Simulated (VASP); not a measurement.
# Sr (P6_3/mmc) in VASP: a series of runs

The runs below take Sr through single point, relaxation of cell and atoms, with PBE.

All numbers are computed with VASP 6.6.1; they aren't measurements. Logs are shortened: lines on timing, memory, paths and dates and some standing lists are left out, and cuts for length are marked.

## Step 1: The cell of the first run

The structure is hexagonal, space group P6_3/mmc (No. 194). Conventional cell: a = 3.359 Å, b = 3.359 Å, c = 10.912 Å, α = 90.00°, β = 90.00°, γ = 120.00°. Within 4.4 Å of Sr (site symmetry -3m) lie 12 Sr at 3.35 to 3.36 Å. Sr (site symmetry -6m2) has 12 Sr at 3.35 to 3.36 Å within 4.4 Å.

## Step 2: Single point, PBE

Contents of INCAR:

```
SYSTEM = Sr
  PREC = Accurate
  ENCUT = 520
  EDIFF = 1E-7
  ISMEAR = -1
  SIGMA = 0.08
  LREAL = .False.
  LASPH = .True.
  NELM = 80
  ALGO = Normal
  ISIF = 2
  LWAVE = .False.
  LCHARG = .False.
  GGA = PE
  NBANDS = 28
```

Contents of KPOINTS:

```
Automatic mesh
0
Gamma
  8 8 5
  0 0 0
```

Contents of POSCAR:

```
Sr
1.0
    3.3592462440      0.0000000000      0.0000000000
   -1.6796231220      2.9091925849      0.0000000000
    0.0000000000      0.0000000000     10.9119210917
Sr
4
Direct
    0.0000000000      0.0000000000      0.0000000000
    0.0000000000      0.0000000000      0.5000000000
    0.3333333333      0.6666666667      0.2500000000
    0.6666666667      0.3333333333      0.7500000000
```

Potentials or basis: VASP PAW PBE potentials, release 64 (Sr_sv).

Started as:

```console
cat potpaw_PBE.64/Sr_sv/POTCAR > POTCAR
mpirun -np 1 vasp_std > vasp.out
```

OUTCAR:

```text
SYSTEM = Sr
   PREC = Accurate
   ENCUT = 520
   EDIFF = 1E-7
   ISMEAR = -1
   LREAL = .False.
   LASPH = .True.
   NELM = 80
   ISIF = 2
   GGA = PE

 ion  position               nearest neighbor table
   1  0.000  0.000  0.000-   3 3.35   4 3.35   4 3.35   3 3.35   4 3.35   3 3.35   3 4.74   4 4.74
                             3 4.74   4 4.74   3 4.74   4 4.74
   2  0.000  0.000  0.500-   3 3.35   4 3.35   4 3.35   3 3.35   4 3.35   3 3.35   3 4.74   4 4.74
                             3 4.74   4 4.74   3 4.74   4 4.74
   3  0.333  0.667  0.250-   1 3.35   2 3.35   1 3.35   2 3.35   1 3.35   2 3.35   1 4.74   2 4.74
                             1 4.74   2 4.74   1 4.74   2 4.74
   4  0.667  0.333  0.750-   1 3.35   2 3.35   1 3.35   2 3.35   1 3.35   2 3.35   1 4.74   2 4.74
                             1 4.74   2 4.74   1 4.74   2 4.74

  LATTYP: Found a hexagonal cell.
 ALAT       =     3.3592462440
 C/A-ratio  =     3.2483242665

  Lattice vectors:

 A1 = (   3.3592462440,   0.0000000000,   0.0000000000)
 A2 = (  -1.6796231220,   2.9091925849,   0.0000000000)
 A3 = (   0.0000000000,   0.0000000000,  10.9119210917)

Analysis of symmetry for initial positions (statically):
=====================================================================
 Subroutine PRICEL returns:
 Original cell was already a primitive cell.

 Routine SETGRP: Setting up the symmetry group for a
 hexagonal supercell.

 Subroutine GETGRP returns: Found 24 space group operations
 (whereof 12 operations were pure point group operations)
 out of a pool of 24 trial point group operations.

The static configuration has the point symmetry D_3d.
 The point group associated with its full space group is D_6h.

Analysis of symmetry for dynamics (positions and initial velocities):
=====================================================================
 Subroutine PRICEL returns:
 Original cell was already a primitive cell.

 Routine SETGRP: Setting up the symmetry group for a
 hexagonal supercell.

 Subroutine GETGRP returns: Found 24 space group operations
 (whereof 12 operations were pure point group operations)
 out of a pool of 24 trial point group operations.

The dynamic configuration has the point symmetry D_3d.
 The point group associated with its full space group is D_6h.

 Subroutine INISYM returns: Found 24 space group operations
 (whereof 12 operations are pure point group operations),
 and found     1 'primitive' translations

----------------------------------------------------------------------------------------

                                     Primitive cell

  volume of cell :     106.6389

  direct lattice vectors                    reciprocal lattice vectors
     3.359246244  0.000000000  0.000000000     0.297685828  0.171868993  0.000000000
    -1.679623122  2.909192585  0.000000000     0.000000000  0.343737986  0.000000000
     0.000000000  0.000000000 10.911921092     0.000000000  0.000000000  0.091642891

  length of vectors
     3.359246244  3.359246244 10.911921092     0.343737986  0.343737986  0.091642891

  position of ions in fractional coordinates (direct lattice)
     0.000000000  0.000000000  0.000000000
     0.000000000  0.000000000  0.500000000
     0.333333333  0.666666667  0.250000000
     0.666666667  0.333333333  0.750000000

  ion indices of the primitive-cell ions
   primitive index   ion index
                 1           1
                 2           2
                 3           3
                 4           4

----------------------------------------------------------------------------------------

 KPOINTS: Automatic mesh

Automatic generation of k-mesh.
 Grid dimensions read from file:
 generate k-points for:    8    8    5

 Generating k-lattice:

  Cartesian coordinates                     Fractional coordinates (reciprocal lattice)
     0.037210729  0.021483624  0.000000000     0.125000000  0.000000000  0.000000000
     0.000000000  0.042967248  0.000000000     0.000000000  0.125000000  0.000000000
     0.000000000  0.000000000  0.018328578     0.000000000  0.000000000  0.200000000

  Length of vectors
     0.042967248  0.042967248  0.018328578

  Shift w.r.t. Gamma in fractional coordinates (k-lattice)
     0.000000000  0.000000000  0.000000000

 Subroutine IBZKPT returns following result:
 ===========================================

 Found     30 irreducible k-points:

 Following reciprocal coordinates:
            Coordinates               Weight
  0.000000  0.000000  0.000000      1.000000
  0.125000 -0.000000  0.000000      6.000000
  0.250000 -0.000000  0.000000      6.000000
  0.375000  0.000000  0.000000      6.000000
  0.500000 -0.000000  0.000000      3.000000
  0.125000  0.125000  0.000000      6.000000
[... 16 lines left out ...]
  0.250000 -0.000000  0.400000     12.000000
  0.375000  0.000000  0.400000     12.000000
 [... further k-points ...]
   k-points           NKPTS =     30   k-points in BZ     NKDIM =     30   number of bands    NBANDS=     28
   number of dos      NEDOS =    301   number of ions     NIONS =      4
   total plane-waves  NPLWV =  65856
   dimension x,y,z NGX =    28 NGY =   28 NGZ =   84
   dimension x,y,z NGXF=    56 NGYF=   56 NGZF=  168
   ions per type =               4
   NGX,Y,Z   is equivalent  to a cutoff of  13.86, 13.86, 12.80 a.u.
   NGXF,Y,Z  is equivalent  to a cutoff of  27.71, 27.71, 25.60 a.u.
 SYSTEM =  Sr
   PREC   = accura    normal or accurate (medium, high low for compatibility)
   ISTART =      0    job   : 0-new  1-cont  2-samecut
   ICHARG =      2    charge: 1-file 2-atom 10-const
   ISPIN  =      1    spin polarized calculation?
   LNONCOLLINEAR =      F non collinear calculations
   LSORBIT =      F    spin-orbit coupling
   LASPH  =      T    aspherical Exc in radial PAW
   ENCUT  =  520.0 eV  38.22 Ry    6.18 a.u.   6.25  6.25 20.29*2*pi/ulx,y,z
   NELM   =     80;   NELMIN=  2; NELMDL= -5     # of ELM steps
   EDIFF  = 0.1E-06   stopping-criterion for ELM
   LREAL  =      F    real-space projection
   EDIFFG = 0.1E-05   stopping-criterion for IOM
   NSW    =      0    number of steps for IOM
   IBRION =     -1    ionic relax: 0-MD 1-quasi-New 2-CG
   NFREE  =      0    steps in history (QN), initial steepest desc. (CG)
   ISIF   =      2    stress and relaxation
   ISYM   =      2    0-nonsym 1-usesym 2-fastsym
   POTIM  = 0.5000    time-step for ionic-motion
   TEBEG  =    0.0;   TEEND  =   0.0 temperature during run
   PSTRESS=    0.0 pullay stress
   NELECT =      40.0000    total number of electrons
   NUPDOWN=      -1.0000    fix difference up-down
   EMIN   =  10.00;   EMAX   =-10.00  energy-range for DOS
   EFERMI =   0.00;   METHOD = LEGACY
   ISMEAR =    -1;   SIGMA  =   0.08  broadening in eV -4-tet -1-fermi 0-gaus
   EFERMI_NEDOS =   21; number of points for ismear=-14 and -15
   IALGO  =     38    algorithm
   IMIX   =      4    mixing-type and parameters
     AMIX     =   0.40;   BMIX     =  1.00
     AMIX_MAG =   1.60;   BMIX_MAG =  1.00
  volume/ion in A,a.u.               =      26.66       179.91
  Fermi-wavevector in a.u.,A,eV,Ry     =   1.180655  2.231114 18.965788  1.393946
  Thomas-Fermi vector in A             =   2.316943
   LORBIT       =      0    0 simple, 1 ext, 2 COOP (PROOUT), +10 PAW based schemes
   GGA     = PE    functional components
[... 5 lines left out ...]
 non-spin polarized calculation
  energy-cutoff  :      520.00
  volume of cell :      106.64
 maximum number of plane-waves:      2902
 NGX is ok and might be reduce to    28
   NGX = 13   NGY = 13   NGZ = 41

 number of electron      40.0000000 magnetization

 Free energy of the ion-electron system (eV)
  ---------------------------------------------------
  ext. energy  EPLUGINS =         0.00000000
  ---------------------------------------------------
  free energy    TOTEN  =        -1.19066564 eV

  energy without entropy =       -1.09880052  energy(sigma->0) =       -1.14473308

 E-fermi :   4.7255     XC(G=0):  -9.9589

 val. band max:        4.7131089148   @ k =   0.3750   0.2500   0.0000
 cond. band min:       4.7312407651   @ k =   0.3750   0.2500   0.2000
 fundamental gap:      0.0181318502
 Fermi energy:         4.7255030649

 k-point     1 :       0.0000    0.0000    0.0000
  band No.  band energies     occupation
      1     -30.9155      2.00000
      2     -30.7949      2.00000
      3     -30.7339      2.00000
      4     -30.6071      2.00000
      5     -13.9088      2.00000
      6     -13.0732      2.00000
[... 20 lines left out ...]
     27       7.6755      0.00000
     28       7.9062      0.00000

 k-point     2 :       0.1250   -0.0000    0.0000
  band No.  band energies     occupation
      1     -30.8784      2.00000
      2     -30.7670      2.00000
      3     -30.7060      2.00000
      4     -30.5891      2.00000
      5     -13.8213      2.00000
      6     -13.0993      2.00000
[... 20 lines left out ...]
     27       7.9737      0.00000
     28       8.0137      0.00000

 k-point     3 :       0.2500   -0.0000    0.0000
  band No.  band energies     occupation
      1     -30.7842      2.00000
      2     -30.6986      2.00000
      3     -30.6376      2.00000
      4     -30.5488      2.00000
      5     -13.5920      2.00000
      6     -13.3064      2.00000
[... 20 lines left out ...]
     27       7.9060      0.00000
     28       8.1708      0.00000

 k-point     4 :       0.3750    0.0000    0.0000
  band No.  band energies     occupation
      1     -30.6783      2.00000
      2     -30.6288      2.00000
      3     -30.5680      2.00000
      4     -30.5174      2.00000
      5     -13.6875      2.00000
      6     -13.6869      2.00000
[... 578 lines left out ...]
     27       7.9702      0.00000
     28       8.0468      0.00000

 k-point    23 :       0.2500   -0.0000    0.4000
  band No.  band energies     occupation
      1     -30.7639      2.00000
      2     -30.7410      2.00000
      3     -30.5941      2.00000
      4     -30.5702      2.00000
      5     -13.5399      2.00000
      6     -13.4754      2.00000
[... 20 lines left out ...]
     27       7.7442      0.00000
     28       7.9039      0.00000

 k-point    24 :       0.3750    0.0000    0.4000
  band No.  band energies     occupation
      1     -30.6655      2.00000
      2     -30.6515      2.00000
      3     -30.5449      2.00000
      4     -30.5305      2.00000
      5     -13.6664      2.00000
      6     -13.6161      2.00000
[... 20 lines left out ...]
     27       7.9151      0.00000
     28       7.9941      0.00000

 [... further k-points ...]
[... 5 lines left out ...]
  --------------------------------------------------------------------------------------
  -------------------------------------------------------------------------------------
  Total       16.1294531     16.1294531     16.1377612      0.0000000      0.0000000      0.0000000
  in kB      242.3341919    242.3341919    242.4590164      0.0000000      0.0000000      0.0000000
  external PRESSURE =     242.3758001 kB  Pullay stress =       0.0000000 kB

 VOLUME and BASIS-vectors are now :
 -----------------------------------------------------------------------------
  energy-cutoff  :      520.00
  volume of cell :      106.64
      direct lattice vectors                 reciprocal lattice vectors
     3.359246244  0.000000000  0.000000000     0.297685828  0.171868993  0.000000000
    -1.679623122  2.909192585  0.000000000     0.000000000  0.343737986  0.000000000
     0.000000000  0.000000000 10.911921092     0.000000000  0.000000000  0.091642891

 POSITION                                       TOTAL-FORCE (eV/Angst)
 -----------------------------------------------------------------------------------
      0.00000      0.00000      0.00000        -0.000000     -0.000000      0.000000
      0.00000      0.00000      5.45596        -0.000000     -0.000000      0.000000
     -0.00000      1.93946      2.72798         0.000000      0.000000     -0.000000
      1.67962      0.96973      8.18394        -0.000000     -0.000000      0.000000
 -----------------------------------------------------------------------------------
    total drift:                                0.000000     -0.000000      0.000000

  FREE ENERGIE OF THE ION-ELECTRON SYSTEM (eV)
  ---------------------------------------------------
  free  energy   TOTEN  =        -1.1906656380 eV

  energy  without entropy=       -1.0988005235  energy(sigma->0) =       -1.14473308
```

Run time: 88 s. Hardware: 1 thread of Intel Xeon Platinum 8375C at 2.90GHz (Ice Lake), shared host; peak memory 0.27 GiB.

Results:

```yaml
Free_energy: -1.1907 eV
Pressure: 24.2 GPa
Band_gap_on_the_k_mesh: zero (band 20 reaches 5.03 eV, above the bottom of band 21 at 4.39 eV)
```

## Step 3: Single point, PBE

This run uses another cell than the first one, of 26.57 Å³/atom, 0.997 times its volume.

Contents of INCAR:

```
PREC     = Accurate       # precision mode
ENCUT    = 520            # plane-wave cutoff, eV
EDIFF    = 1E-7           # SCF threshold, eV
ISMEAR   = -1             # smearing method
SIGMA    = 0.08           # smearing width, eV
LREAL    = False          # projectors in reciprocal space
LASPH    = True           # aspherical terms in the spheres
NELM     = 100            # most SCF steps
ALGO     = Normal         # electronic algorithm
ISIF     = 2              # what is computed and relaxed
LWAVE    = False          # write WAVECAR
LCHARG   = False          # write CHGCAR
GGA      = PE             # functional
NBANDS   = 28             # bands
```

Contents of KPOINTS:

```
Automatic mesh
0
Gamma
  11 11 3
```

Contents of POSCAR:

```
Sr
1.0
    3.3515866470      0.0000000000      0.0000000000
   -1.6757933235      2.9025591793      0.0000000000
    0.0000000000      0.0000000000     10.9241404796
Sr
4
Direct
    0.0000000000      0.0000000000      0.0000000000
    0.0000000000      0.0000000000      0.5000000000
    0.3333333333      0.6666666667      0.2500000000
    0.6666666667      0.3333333333      0.7500000000
```

Potentials or basis: VASP PAW PBE potentials, release 64 (Sr_sv).

Started as:

```console
cat potpaw_PBE.64/Sr_sv/POTCAR > POTCAR
mpirun -np 1 vasp_std > vasp.out
```

Wall time 92 s (1 thread of Intel Xeon Platinum 8375C at 2.90GHz (Ice Lake), shared host); peak memory 0.27 GiB.

The run converged. Its results:

```
Free energy            : -1.1419 eV
Pressure               : 24.2 GPa
Band gap on the k mesh : zero (band 20 reaches 5.19 eV, above the bottom of band 21 at 4.46 eV)
```

Levels at points of the mesh, in eV from the Fermi level:
```
           k point  band 17  band 18  band 19  band 20  band 21  band 22  band 23  band 24
(0.00, 0.00, 0.00)    -4.00    -2.25    -2.22    -1.48     1.83     1.88     2.77     2.84
```

[end of part 1 of 3]
